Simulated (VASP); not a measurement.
# Ca (I4/mmm) in VASP: notebook, part 2 of 2

VASP 6.6.1.

### 3 Single point, PBE0 (53.40 Å³/atom)

This run uses another cell than the first one, of 53.40 Å³/atom.

POSCAR

```
Ca
1.0
   -2.3754849700      2.3754849700      2.3656929650
    2.3754849700     -2.3754849700      2.3656929650
    2.3754849700      2.3754849700     -2.3656929650
Ca
1
Direct
    0.5000000000      0.5000000000      0.0000000000
```

INCAR.step1

```
SYSTEM = Ca
PREC = Accurate ; ENCUT = 400
EDIFF = 1E-5 ; ISMEAR = -1
SIGMA = 0.1 ; LREAL = .FALSE.
LASPH = .TRUE. ; NELM = 120
ALGO = Normal ; ISIF = 2
LWAVE = .TRUE. ; GGA = PE
NBANDS = 11 ; GGA_COMPAT = .FALSE.
```

INCAR.step2

```
SYSTEM = Ca
PREC = Accurate ; ENCUT = 400
EDIFF = 1E-6 ; ISMEAR = -1
SIGMA = 0.1 ; LREAL = .FALSE.
LASPH = .TRUE. ; NELM = 120
ALGO = Normal ; ISIF = 2
LWAVE = .FALSE. ; LCHARG = .TRUE.
GGA = PE ; LHFCALC = .TRUE.
AEXX = 0.25 ; PRECFOCK = Normal
LELF = .TRUE. ; LVHAR = .TRUE.
ISTART = 1 ; NBANDS = 11
GGA_COMPAT = .FALSE.
```

KPOINTS

```
regular mesh
0
G
  5 5 5
  0 0 0
```

Potentials or basis: VASP PAW PBE potentials, release 64 (Ca_sv).

Run with:

```sh
$ cat potpaw_PBE.64/Ca_sv/POTCAR > POTCAR
$ cp INCAR.step1 INCAR
$ mpirun -np 1 vasp_std > vasp.out
$ cp INCAR.step2 INCAR
$ mpirun -np 1 vasp_std > vasp.out
```

Run time: 6 min. Hardware: 1 thread of Intel Xeon 6975P-C (Granite Rapids), shared host; peak memory 0.16 GiB.

Results (log left out):

```
Free energy            : -1.7275 eV
Pressure               : -2.3 GPa
Band gap on the k mesh : zero (bands 5 and 6 overlap by 1.08 eV)
```

Stress tensor (GPa, compression positive):
```
-2.14  0.00  0.00
 0.00 -2.14  0.00
 0.00  0.00 -2.63
```

Levels at points of the mesh, in eV from the Fermi level:
| k point | band 2 | band 3 | band 4 | band 5 | band 6 | band 7 | band 8 | band 9 |
| --- | --- | --- | --- | --- | --- | --- | --- | --- |
| (0.00, 0.00, 0.00) | -26.02 | -26.01 | -26.01 | -4.73 | 3.34 | 3.35 | 3.35 | 4.28 |

Caveat: the k points lie up to 0.37 Å⁻¹ apart, too coarse for converged energies and pressures of a metal; the PAW data sets were made with another functional, which shifts forces and pressure a little.

### 4 Single point, r2SCANh

POSCAR

```
Ca
1.0
   -2.2052049036      2.2052049036      2.1961148100
    2.2052049036     -2.2052049036      2.1961148100
    2.2052049036      2.2052049036     -2.1961148100
Ca
1
Direct
    0.5000000000      0.5000000000      0.0000000000
```

INCAR.step1

```
SYSTEM = Ca
PREC = Accurate
ENCUT = 440
EDIFF = 1E-5
ISMEAR = 0
SIGMA = 0.05
LREAL = .False.
LASPH = .True.
NELM = 120
ALGO = Normal
ISIF = 2
LWAVE = .True.
LCHARG = .False.
NBANDS = 11
GGA = PE
GGA_COMPAT = .False.
```

INCAR.step2

```
SYSTEM = Ca
PREC = Accurate
ENCUT = 440
EDIFF = 1E-6
ISMEAR = 0
SIGMA = 0.05
LREAL = .False.
LASPH = .True.
NELM = 120
ALGO = Normal
ISIF = 2
LWAVE = .False.
LCHARG = .False.
METAGGA = R2SCAN
LHFCALC = .True.
AEXX = 0.1
LMIXTAU = .True.
PRECFOCK = Normal
NBANDS = 11
ISTART = 1
GGA_COMPAT = .False.
```

KPOINTS

```
Automatic mesh
0
Gamma
  6 6 6
  0 0 0
```

Run with:

```sh
$ cat potpaw_PBE.64/Ca_sv/POTCAR > POTCAR
$ cp INCAR.step1 INCAR
$ mpirun -np 1 vasp_std > vasp.out
$ cp INCAR.step2 INCAR
$ mpirun -np 1 vasp_std > vasp.out
```

Wall time 9.8 min (1 thread of Intel Xeon 6975P-C (Granite Rapids), shared host); peak memory 0.18 GiB.

It converged, with:

* Free energy: -6.4628 eV
* Pressure: 0.7 GPa
* Band gap on the k mesh: zero (bands 5 and 6 overlap by 0.75 eV)

Stress tensor (GPa, compression positive):
```
0.76 0.00 0.00
0.00 0.76 0.00
0.00 0.00 0.59
```

Levels at points of the mesh, in eV from the Fermi level:
| k point | band 2 | band 3 | band 4 | band 5 | band 6 | band 7 | band 8 | band 9 |
| --- | --- | --- | --- | --- | --- | --- | --- | --- |
| (0.00, 0.00, 0.00) | -24.86 | -24.85 | -24.85 | -4.82 | 3.04 | 3.06 | 3.06 | 4.18 |
| (0.50, 0.00, 0.00) | -25.00 | -24.90 | -24.85 | -1.03 | -0.35 | 1.94 | 4.09 | 4.51 |
| (0.50, 0.50, 0.00) | -25.00 | -24.90 | -24.85 | -1.04 | -0.37 | 1.96 | 4.07 | 4.50 |
| (0.50, 0.50, 0.50) | -24.96 | -24.96 | -24.96 | 0.38 | 0.39 | 4.26 | 4.26 | 4.34 |

Caveat: the PAW data sets were made with another functional, which shifts forces and pressure a little.

### 5 Single point, HSE06

This run uses another cell than the first one, of 44.41 Å³/atom.

POSCAR

```
Ca
1.0
   -2.2343656778      2.2343656778      2.2239489968
    2.2343656778     -2.2343656778      2.2239489968
    2.2343656778      2.2343656778     -2.2239489968
Ca
1
Direct
    0.5000000000      0.5000000000      0.0000000000
```

INCAR.step1

```
SYSTEM = Ca
ALGO = Normal
EDIFF = 1E-5
ENCUT = 520
GGA = PE
ISIF = 2
ISMEAR = 0
LASPH = .TRUE.
LCHARG = .FALSE.
LREAL = .FALSE.
LWAVE = .TRUE.
NBANDS = 11
NELM = 60
PREC = Accurate
SIGMA = 0.025
```

INCAR.step2

```
SYSTEM = Ca
ALGO = Normal
EDIFF = 1E-6
ENCUT = 520
GGA = PE
HFSCREEN = 0.2079
ISIF = 2
ISMEAR = 0
ISTART = 1
LASPH = .TRUE.
LCHARG = .FALSE.
LHFCALC = .TRUE.
LREAL = .FALSE.
LWAVE = .FALSE.
NBANDS = 11
NELM = 60
PREC = Accurate
PRECFOCK = Normal
SIGMA = 0.025
```

KPOINTS

```
k-points
0
G
  6 6 6
  0 0 0
```

Potentials or basis: VASP PAW PBE potentials, release 64 (Ca_sv).

Run with:

```sh
$ cat potpaw_PBE.64/Ca_sv/POTCAR > POTCAR
$ cp INCAR.step1 INCAR
$ mpirun -np 1 vasp_std > vasp.out
$ cp INCAR.step2 INCAR
$ mpirun -np 1 vasp_std > vasp.out
```

OUTCAR:

```text
SYSTEM = Ca
   EDIFF = 1E-6
   ENCUT = 520
   GGA = PE
   HFSCREEN = 0.2079
   ISIF = 2
   ISMEAR = 0
   ISTART = 1
   LASPH = .TRUE.
   LHFCALC = .TRUE.
   LREAL = .FALSE.
   NELM = 60
   PREC = Accurate
   PRECFOCK = Normal

 ion  position               nearest neighbor table
   1  0.500  0.500  0.000-

  LATTYP: Found a body centered tetragonal cell.
 ALAT       =     4.4687313556
 C/A-ratio  =     0.9953379695

  Lattice vectors:

 A1 = (  -2.2343656778,   2.2343656778,   2.2239489968)
 A2 = (   2.2343656778,  -2.2343656778,   2.2239489968)
 A3 = (   2.2343656778,   2.2343656778,  -2.2239489968)

Analysis of symmetry for initial positions (statically):
=====================================================================
 Subroutine PRICEL returns:
 Original cell was already a primitive cell.

 Routine SETGRP: Setting up the symmetry group for a
 body centered tetragonal supercell.

 Subroutine GETGRP returns: Found 16 space group operations
 (whereof 16 operations were pure point group operations)
 out of a pool of 16 trial point group operations.

The static configuration has the point symmetry D_4h.

Analysis of symmetry for dynamics (positions and initial velocities):
[... 170 lines left out ...]
 fundamental gap:      0.0181607254
 Fermi energy:         1.9538908098

 k-point     1 :       0.0000    0.0000    0.0000
  band No.  band energies     occupation
      1     -43.9899      2.00000
      2     -23.4130      2.00000
      3     -23.4124      2.00000
      4     -23.4124      2.00000
      5      -2.9256      2.00000
      6       4.9678      0.00000
      7       4.9895      0.00000
      8       4.9895      0.00000
      9       6.0887      0.00000
     10       6.1190      0.00000
     11      12.3391      0.00000
[... 309 lines left out ...]
 k-point    24 :      -0.1667   -0.3333    0.1667
  band No.  band energies     occupation
      1     -43.9784      2.00000
      2     -23.5005      2.00000
      3     -23.4541      2.00000
      4     -23.4364      2.00000
      5      -0.3393      2.00000
      6       3.3536      0.00000
      7       4.3801      0.00000
      8       5.0860      0.00000
      9       6.2946      0.00000
     10       6.3193      0.00000
     11       9.0226      0.00000

 [... further k-points ...]
[... 5 lines left out ...]
  --------------------------------------------------------------------------------------
  -------------------------------------------------------------------------------------
  Total        0.0068283      0.0068283      0.0041417      0.0000000      0.0000000      0.0000000
  in kB        0.2463388      0.2463388      0.1494157      0.0000000      0.0000000      0.0000000
  external PRESSURE =       0.2140311 kB  Pullay stress =       0.0000000 kB

 VOLUME and BASIS-vectors are now :
 -----------------------------------------------------------------------------
  energy-cutoff  :      520.00
  volume of cell :       44.41
      direct lattice vectors                 reciprocal lattice vectors
    -2.234365678  2.234365678  2.223948997     0.000000000  0.223777157  0.224825300
     2.234365678 -2.234365678  2.223948997     0.223777157  0.000000000  0.224825300
     2.234365678  2.234365678 -2.223948997     0.223777157  0.223777157  0.000000000

 POSITION                                       TOTAL-FORCE (eV/Angst)
 -----------------------------------------------------------------------------------
      0.00000      0.00000      2.22395         0.000000     -0.000000     -0.000000
 -----------------------------------------------------------------------------------
    total drift:                                0.000000      0.000000     -0.000000

  FREE ENERGIE OF THE ION-ELECTRON SYSTEM (eV)
  ---------------------------------------------------
  free  energy   TOTEN  =        -1.8114887119 eV

  energy  without entropy=       -1.8106592085  energy(sigma->0) =       -1.81107396
```

OSZICAR.step1:

```text
N       E                     dE             d eps       ncg     rms          rms(c)
DAV:   1     0.729419792763E+02    0.72942E+02   -0.51692E+03   660   0.799E+02
DAV:   2     0.164100342814E+01   -0.71301E+02   -0.70688E+02   720   0.226E+02
DAV:   3    -0.173043720140E+01   -0.33714E+01   -0.33419E+01  1190   0.400E+01
DAV:   4    -0.190678319046E+01   -0.17635E+00   -0.17594E+00   855   0.508E+00
DAV:   5    -0.190830545540E+01   -0.15223E-02   -0.15221E-02   898   0.608E-01    0.224E+00
DAV:   6    -0.190436422904E+01    0.39412E-02   -0.94760E-03   815   0.107E+00    0.137E+00
DAV:   7    -0.190393164506E+01    0.43258E-03   -0.16087E-02   729   0.147E+00    0.974E-02
DAV:   8    -0.190359193089E+01    0.33971E-03   -0.16225E-03   815   0.389E-01    0.198E-02
DAV:   9    -0.190360833197E+01   -0.16401E-04   -0.91104E-05   875   0.789E-02    0.619E-03
DAV:  10    -0.190361061103E+01   -0.22791E-05   -0.63159E-06   572   0.204E-02
   1 F= -.19036106E+01 E0= -.19033047E+01  d E =-.611778E-03
```

It took 35 min on 1 thread of AMD EPYC 7R43 (Zen 3), shared host; peak memory 0.25 GiB.

Results:

```
Free energy            : -1.8115 eV
Pressure               : 0.0 GPa
Band gap on the k mesh : zero (bands 5 and 6 overlap by 0.74 eV)
```

Caveat: the PAW data sets were made with another functional, which shifts forces and pressure a little.

### 6 Overview

```csv
level,cell,k mesh,cutoff (eV),smearing,share of exact exchange,screening parameter,gap on the mesh (eV),pressure (GPa)
r2SCANh,"a = 3.814 Å, angles 109.4, 109.4, 109.7°, 1 atom",6 × 6 × 6,440,gaussian 0.05 eV,0.1,-,none,0.7
PBE0,"a = 4.109 Å, angles 109.4, 109.4, 109.7°, 1 atom",5 × 5 × 5,400,fermi-dirac 0.1 eV,0.25,-,none,-2.3
HSE06,"a = 3.864 Å, angles 109.3, 109.3, 109.7°, 1 atom",6 × 6 × 6,520,gaussian 0.025 eV,0.25,0.2079 1/Å,none,0.0
```

Alike in all rows: task single point; potentials or basis VASP PAW PBE potentials, release 64 (Ca_sv); no spin polarisation.

Caveats: some runs use coarse meshes; the PAW data sets were made with another functional, which shifts forces and pressure a little.

Total energies depend on the potentials used, so only differences within one code and one set of settings carry meaning.

The gap in the log of VASP goes by the Fermi energy; the results here count the filled bands.